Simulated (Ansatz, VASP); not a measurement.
Ca in VASP and in Ansatz

```
Ca
1.0
     0.00000    2.81271    2.81271
     2.81271    0.00000    2.81271
     2.81271    2.81271    0.00000
Ca
1
Direct
  0.00000 0.00000 0.00000
```

Change from the starting cell: volume scaled by 1.02.

Alike in both runs: task single point; functional PBEsol; k mesh 11 × 11 × 11; occupations fermi-dirac, width 0.05 eV; no spin polarisation.

|  | VASP | Ansatz |
| --- | --- | --- |
| version | VASP 6.6.1 | Ansatz 0.2.0 |
| potentials or method | VASP PAW PBE potentials, release 64 (Ca_sv), cutoff 520 eV | all-electron LAPW, scalar-relativistic |

|  | VASP | Ansatz | Ansatz less VASP |
| --- | --- | --- | --- |
| pressure (GPa) | -1.4 | -1.4 | +0.01 |

VASP's potentials were made for PBE, not for PBEsol. Ansatz ran all-electron here, and VASP with PAW potentials.
